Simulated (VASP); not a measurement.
# CsTlF4 (Pbcm) in VASP: further runs

The runs below take CsTlF4 through electric field gradients, with PBE.

Program: VASP 6.6.1. These are calculated values, not measurements. Logs are shortened: lines on timing, memory, paths and dates and some standing lists are left out, and cuts for length are marked.

## 1. The cell of the first run

It takes space group Pbcm (No. 57, orthorhombic). The conventional cell has a = 6.564 Å, b = 8.458 Å, c = 8.542 Å, α = 90.00°, β = 90.00°, γ = 90.00°. Within 3.9 Å of Cs (site symmetry m) lie 10 F at 2.97 to 3.72 Å. Within 2.7 Å of Tl (site symmetry -1) lie 6 F at 2.07 to 2.25 Å. Within 2.7 Å of F (site symmetry 1) lie 1 Tl at 2.07 Å. F (site symmetry m) has 2 Tl at 2.24 Å and 2 F at 2.95 Å within 3.0 Å. Within 3.0 Å of F (site symmetry 2) lie 2 Tl at 2.25 Å and 2 F at 2.96 Å.

## 2. Electric field gradients, PBE

Input file INCAR:

```
PREC = Accurate
ENCUT = 520
EDIFF = 1E-8
ISMEAR = -1
SIGMA = 0.02
LREAL = Auto
LASPH = True
NELM = 100
ALGO = Normal
ISIF = 2
LWAVE = False
LCHARG = False
GGA = PE
LEFG = True
NBANDS = 118
```

Input file KPOINTS:

```
regular mesh
0
Gamma
  3 3 3
```

Input file POSCAR:

```
CsTlF4
1.0
    6.5644075700      0.0000000000      0.0000000000
    0.0000000000      8.4582358200      0.0000000000
    0.0000000000      0.0000000000      8.5415860600
Cs Tl F
4 4 16
Direct
    0.4834192200      0.8022325300      0.2500000000
    0.5165807800      0.1977674700      0.7500000000
    0.5165807800      0.3022325300      0.2500000000
    0.4834192200      0.6977674700      0.7500000000
    0.0000000000      0.0000000000      0.5000000000
    0.0000000000      0.0000000000      0.0000000000
    0.0000000000      0.5000000000      0.5000000000
    0.0000000000      0.5000000000      0.0000000000
    0.7055233900      0.9324234200      0.5563337100
    0.2944766100      0.0675765800      0.0563337100
    0.2944766100      0.4324234200      0.5563337100
    0.7055233900      0.5675765800      0.0563337100
    0.9024845200      0.9798175900      0.2500000000
    0.0975154800      0.0201824100      0.7500000000
    0.0975154800      0.4798175900      0.2500000000
    0.9024845200      0.5201824100      0.7500000000
    0.8820638300      0.2500000000      0.5000000000
    0.1179361700      0.7500000000      0.0000000000
    0.1179361700      0.7500000000      0.5000000000
    0.8820638300      0.2500000000      0.0000000000
    0.7055233900      0.5675765800      0.4436662900
    0.2944766100      0.4324234200      0.9436662900
    0.2944766100      0.0675765800      0.4436662900
    0.7055233900      0.9324234200      0.9436662900
```

Potentials or basis: VASP PAW PBE potentials, release 64 (Cs_sv, Tl_d, F).

On the command line:

```bash
cat potpaw_PBE.64/Cs_sv/POTCAR potpaw_PBE.64/Tl_d/POTCAR potpaw_PBE.64/F/POTCAR > POTCAR
mpirun -np 1 vasp_std > vasp.out
```

OUTCAR:

```text
PREC = Accurate
   ENCUT = 520
   EDIFF = 1E-8
   ISMEAR = -1
   LREAL = Auto
   LASPH = True
   NELM = 100
   ISIF = 2
   GGA = PE

 ion  position               nearest neighbor table
   1  0.483  0.802  0.250-
   2  0.517  0.198  0.750-
   3  0.517  0.302  0.250-
   4  0.483  0.698  0.750-
   5  0.000  0.000  0.500-   9 2.07  23 2.07  14 2.24  13 2.24  19 2.25  17 2.25
   6  0.000  0.000  0.000-  10 2.07  24 2.07  14 2.24  13 2.24  20 2.25  18 2.25
   7  0.000  0.500  0.500-  11 2.07  21 2.07  16 2.24  15 2.24  19 2.25  17 2.25
   8  0.000  0.500  0.000-  12 2.07  22 2.07  16 2.24  15 2.24  20 2.25  18 2.25
   9  0.706  0.932  0.556-   5 2.07
  10  0.294  0.068  0.056-   6 2.07
  11  0.294  0.432  0.556-   7 2.07
  12  0.706  0.568  0.056-   8 2.07
  13  0.902  0.980  0.250-   5 2.24   6 2.24
  14  0.098  0.020  0.750-   5 2.24   6 2.24
  15  0.098  0.480  0.250-   7 2.24   8 2.24
  16  0.902  0.520  0.750-   7 2.24   8 2.24
  17  0.882  0.250  0.500-   5 2.25   7 2.25
  18  0.118  0.750  0.000-   6 2.25   8 2.25
  19  0.118  0.750  0.500-   5 2.25   7 2.25
  20  0.882  0.250  0.000-   6 2.25   8 2.25
  21  0.706  0.568  0.444-   7 2.07
  22  0.294  0.432  0.944-   8 2.07
  23  0.294  0.068  0.444-   5 2.07
  24  0.706  0.932  0.944-   6 2.07

  LATTYP: Found a simple orthorhombic cell.
 ALAT       =     6.5644075700
 B/A-ratio  =     1.2884994921
 C/A-ratio  =     1.3011967903

  Lattice vectors:

 A1 = (   6.5644075700,   0.0000000000,   0.0000000000)
 A2 = (   0.0000000000,   8.4582358200,   0.0000000000)
 A3 = (   0.0000000000,   0.0000000000,   8.5415860600)

Analysis of symmetry for initial positions (statically):
=====================================================================
 Subroutine PRICEL returns:
 Original cell was already a primitive cell.

 Routine SETGRP: Setting up the symmetry group for a
 simple orthorhombic supercell.

 Subroutine GETGRP returns: Found  8 space group operations
 (whereof  2 operations were pure point group operations)
 out of a pool of  8 trial point group operations.

The static configuration has the point symmetry S_2 .
 The point group associated with its full space group is D_2h.

Analysis of symmetry for dynamics (positions and initial velocities):
=====================================================================
 Subroutine PRICEL returns:
 Original cell was already a primitive cell.

 Routine SETGRP: Setting up the symmetry group for a
 simple orthorhombic supercell.

 Subroutine GETGRP returns: Found  8 space group operations
 (whereof  2 operations were pure point group operations)
 out of a pool of  8 trial point group operations.

The dynamic configuration has the point symmetry S_2 .
 The point group associated with its full space group is D_2h.

 Subroutine INISYM returns: Found  8 space group operations
 (whereof  2 operations are pure point group operations),
 and found     1 'primitive' translations

----------------------------------------------------------------------------------------

                                     Primitive cell

  volume of cell :     474.2571

  direct lattice vectors                    reciprocal lattice vectors
     6.564407570  0.000000000  0.000000000     0.152336672  0.000000000  0.000000000
     0.000000000  8.458235820  0.000000000     0.000000000  0.118227964  0.000000000
     0.000000000  0.000000000  8.541586060     0.000000000  0.000000000  0.117074276

  length of vectors
     6.564407570  8.458235820  8.541586060     0.152336672  0.118227964  0.117074276

  position of ions in fractional coordinates (direct lattice)
     0.483419220  0.802232530  0.250000000
     0.516580780  0.197767470  0.750000000
     0.516580780  0.302232530  0.250000000
     0.483419220  0.697767470  0.750000000
     0.000000000  0.000000000  0.500000000
     0.000000000  0.000000000  0.000000000
[... 16 lines left out ...]
     0.294476610  0.067576580  0.443666290
     0.705523390  0.932423420  0.943666290

  ion indices of the primitive-cell ions
[... 86 lines left out ...]
   ISIF   =      2    stress and relaxation
   ISYM   =      2    0-nonsym 1-usesym 2-fastsym
   POTIM  = 0.5000    time-step for ionic-motion
   TEBEG  =    0.0;   TEEND  =   0.0 temperature during run
   PSTRESS=    0.0 pullay stress
   NELECT =     200.0000    total number of electrons
   NUPDOWN=      -1.0000    fix difference up-down
   EMIN   =  10.00;   EMAX   =-10.00  energy-range for DOS
   EFERMI =   0.00;   METHOD = LEGACY
   ISMEAR =    -1;   SIGMA  =   0.02  broadening in eV -4-tet -1-fermi 0-gaus
   EFERMI_NEDOS =   21; number of points for ismear=-14 and -15
   IALGO  =     38    algorithm
   IMIX   =      4    mixing-type and parameters
     AMIX     =   0.40;   BMIX     =  1.00
     AMIX_MAG =   1.60;   BMIX_MAG =  1.00
  volume/ion in A,a.u.               =      19.76       133.35
  Fermi-wavevector in a.u.,A,eV,Ry     =   1.227666  2.319952 20.506207  1.507164
  Thomas-Fermi vector in A             =   2.362621
   LORBIT       =      0    0 simple, 1 ext, 2 COOP (PROOUT), +10 PAW based schemes
   GGA     = PE    functional components
   LHFCALC =     F    Hartree Fock is set to
   AEXX    =    0.0000 exact exchange contribution
   IVDW    =     0    specifies the selected vdW correction
   LEPSILON=     F    determine dielectric tensor
   LRPA    =     F    only Hartree local field effects (RPA)
 non-spin polarized calculation
  energy-cutoff  :      520.00
  volume of cell :      474.26
 maximum number of plane-waves:     12791
 NGX is ok and might be reduce to    50
   NGX = 25   NGY = 31   NGZ = 31

 number of electron     200.0000005 magnetization

 Free energy of the ion-electron system (eV)
  ---------------------------------------------------
  ext. energy  EPLUGINS =         0.00000000
  ---------------------------------------------------
  free energy    TOTEN  =       -93.98320896 eV

  energy without entropy =      -93.98320896  energy(sigma->0) =      -93.98320896

 E-fermi :  -0.9316     XC(G=0):  -8.7008

 val. band max:       -1.4510042215   @ k =   0.3333   0.0000   0.0000
 cond. band min:       1.4694381836   @ k =   0.0000   0.0000   0.0000
 fundamental gap:      2.9204424051
 Fermi energy:        -0.9316479743

 k-point     1 :       0.0000    0.0000    0.0000
  band No.  band energies     occupation
      1     -21.8490      2.00000
      2     -21.7439      2.00000
      3     -21.7013      2.00000
      4     -21.5983      2.00000
      5     -21.5860      2.00000
      6     -21.5849      2.00000
[... 909 lines left out ...]
    111       7.6670      0.00000
    112       7.8518      0.00000
 [bands above 112 left out]

------------------------ aborting loop because EDIFF is reached ----------------------------------------

  FORCE on cell =-STRESS in cart. coord.  units (eV):
  Direction    XX          YY          ZZ          XY          YZ          ZX
  --------------------------------------------------------------------------------------
  -------------------------------------------------------------------------------------
  Total        9.3600345      7.9650754      8.0524854      0.0000000      0.0000000      0.0000000
  in kB       31.6208970     26.9083224     27.2036190      0.0000000      0.0000000      0.0000000
  external PRESSURE =      28.5776128 kB  Pullay stress =       0.0000000 kB

 VOLUME and BASIS-vectors are now :
 -----------------------------------------------------------------------------
  energy-cutoff  :      520.00
  volume of cell :      474.26
      direct lattice vectors                 reciprocal lattice vectors
     6.564407570  0.000000000  0.000000000     0.152336672  0.000000000  0.000000000
     0.000000000  8.458235820  0.000000000     0.000000000  0.118227964  0.000000000
     0.000000000  0.000000000  8.541586060     0.000000000  0.000000000  0.117074276

 POSITION                                       TOTAL-FORCE (eV/Angst)
 -----------------------------------------------------------------------------------
      3.17336      6.78547      2.13540         0.005581     -0.014878     -0.000000
      3.39105      1.67276      6.40619        -0.005581      0.014878      0.000000
      3.39105      2.55635      2.13540        -0.005581     -0.014878      0.000000
      3.17336      5.90188      6.40619         0.005581      0.014878     -0.000000
      0.00000      0.00000      4.27079         0.000000      0.000000      0.000000
      0.00000      0.00000      0.00000         0.000000      0.000000      0.000000
[... 16 lines left out ...]
      1.93306      0.57158      3.78961         0.308793      0.088834     -0.076965
      4.63134      7.88666      8.06041        -0.308793     -0.088834     -0.076965
 -----------------------------------------------------------------------------------
    total drift:                                0.000000      0.000000     -0.000000

  FREE ENERGIE OF THE ION-ELECTRON SYSTEM (eV)
  ---------------------------------------------------
  free  energy   TOTEN  =       -93.9832089597 eV

  energy  without entropy=      -93.9832089597  energy(sigma->0) =      -93.98320896

 Electric field gradients (V/A^2)
---------------------------------------------------------------------
 ion       V_xx      V_yy      V_zz      V_xy      V_xz      V_yz
---------------------------------------------------------------------
   1      -4.759    17.165   -12.406    46.229     0.000    -0.000
   2      -4.759    17.165   -12.406    46.229     0.000    -0.000
   3      -4.759    17.165   -12.406   -46.229    -0.000    -0.000
   4      -4.759    17.165   -12.406   -46.229     0.000    -0.000
   5    -254.824   133.251   121.573  -104.137    79.064    28.744
   6    -254.824   133.251   121.573  -104.137   -79.064   -28.744
[... 16 lines left out ...]
  23     123.858   -60.303   -63.555    59.454   -48.910   -12.005
  24     123.858   -60.303   -63.555    59.454    48.910    12.005
---------------------------------------------------------------------

 Electric field gradients after diagonalization (V/A^2)
 (convention: |V_zz| > |V_xx| > |V_yy|)
----------------------------------------------------------------------
 ion       V_xx      V_yy      V_zz     asymmetry (V_yy - V_xx)/ V_zz
----------------------------------------------------------------------
   1     -41.308   -12.406    53.714       0.538
   2     -41.308   -12.406    53.714       0.538
   3     -41.308   -12.406    53.714       0.538
   4     -41.308   -12.406    53.714       0.538
   5     162.387   135.325  -297.712       0.091
   6     162.387   135.325  -297.712       0.091
[... 16 lines left out ...]
  23     -79.135   -73.934   153.069       0.034
  24     -79.135   -73.934   153.069       0.034
----------------------------------------------------------------------

           NMR quadrupolar parameters

 Cq : quadrupolar parameter    Cq=e*Q*V_zz/h
 eta: asymmetry parameters     (V_yy - V_xx)/ V_zz
 Q  : nuclear electric quadrupole moment in mb (millibarn)
----------------------------------------------------------------------
 ion       Cq(MHz)       eta       Q (mb)
----------------------------------------------------------------------
   1       0.130       0.538       1.000
   2       0.130       0.538       1.000
   3       0.130       0.538       1.000
   4       0.130       0.538       1.000
   5      -0.720       0.091       1.000
   6      -0.720       0.091       1.000
[... 16 lines left out ...]
  23       0.370       0.034       1.000
  24       0.370       0.034       1.000
----------------------------------------------------------------------
```

Wall time 9.3 min (1 thread of Intel Xeon Platinum 8488C (Sapphire Rapids), shared host); peak memory 0.62 GiB.

What came out:

```
Free energy            : -93.9832 eV
Pressure               : 2.9 GPa
Largest force          : 0.330 eV/Å
Band gap on the k mesh : 2.92 eV, indirect (least direct gap 2.97 eV)
```

Forces on the atoms (eV/Å):
```
Cs   0.006 -0.015  0.000
Cs  -0.006  0.015  0.000
Cs  -0.006 -0.015  0.000
Cs   0.006  0.015  0.000
Tl   0.000  0.000  0.000
Tl   0.000  0.000  0.000
Tl   0.000  0.000  0.000
Tl   0.000  0.000  0.000
F   -0.309 -0.089  0.077
F    0.309  0.089  0.077
F    0.309 -0.089  0.077
F   -0.309  0.089  0.077
F   -0.138 -0.034  0.000
F    0.138  0.034  0.000
F    0.138 -0.034  0.000
F   -0.138  0.034  0.000
F   -0.177  0.000  0.000
F    0.177  0.000  0.000
F    0.177  0.000  0.000
F   -0.177  0.000  0.000
F   -0.309  0.089 -0.077
F    0.309 -0.089 -0.077
F    0.309  0.089 -0.077
F   -0.309 -0.089 -0.077
```

Electric field gradients, principal values (V/Å²):
```tsv
atom	least	middle	greatest (by size)
1 Cs	-12.406	-41.308	53.714
2 Cs	-12.406	-41.308	53.714
3 Cs	-12.406	-41.308	53.714
4 Cs	-12.406	-41.308	53.714
5 Tl	135.325	162.387	-297.712
6 Tl	135.325	162.387	-297.712
7 Tl	135.325	162.387	-297.712
8 Tl	135.325	162.387	-297.712
9 F	-73.934	-79.135	153.069
10 F	-73.934	-79.135	153.069
11 F	-73.934	-79.135	153.069
12 F	-73.934	-79.135	153.069
13 F	-46.646	-74.663	121.309
14 F	-46.646	-74.663	121.309
15 F	-46.646	-74.663	121.309
16 F	-46.646	-74.663	121.309
17 F	-39.829	-72.856	112.685
18 F	-39.829	-72.856	112.685
19 F	-39.829	-72.856	112.685
20 F	-39.829	-72.856	112.685
21 F	-73.934	-79.135	153.069
22 F	-73.934	-79.135	153.069
23 F	-73.934	-79.135	153.069
24 F	-73.934	-79.135	153.069
```

Caveat: without QUAD_EFG the Cq values of the log hold for a quadrupole moment of 1 mb, not for the nuclei; spin-orbit coupling is left out, which moves the levels of the heavy elements. Expect the measured gap to be larger: semilocal functionals such as PBE lack the derivative discontinuity.

(Continued in part 2 of 2.)
